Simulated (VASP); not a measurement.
The system is MgS.

```
CELL_PARAMETERS angstrom
0.00000 2.83088 2.83088
2.83088 0.00000 2.83088
2.83088 2.83088 0.00000
ATOMIC_POSITIONS crystal
Mg 0.00000 0.00000 0.00000
S 0.25000 0.25000 0.25000
```

Base run:

| Item | Value |
| --- | --- |
| Program | VASP 6.6.1 |
| Functional | PBE |
| Potentials or basis | VASP PAW PBE potentials, release 64 (Mg, S) |
| Cutoff | 520 eV |
| k mesh | 8 × 8 × 8 |
| Occupations | fermi-dirac, width 0.02 eV |
| Spin | no spin polarisation |

Its results: band gap on the k mesh 3.46 eV, direct; pressure 0.9 GPa.

Problem. The run is repeated on the same cell with these changes: functional from PBE to r2SCAN; occupations from fermi-dirac, width 0.02 eV to gaussian, width 0.01 eV. What comes out?

Solution. Band gap on the k mesh 4.13 eV, direct; pressure -0.3 GPa.

Caveats: the PAW data sets were made with another functional, which shifts forces and pressure a little (some runs).

A k mesh can miss the band edges.
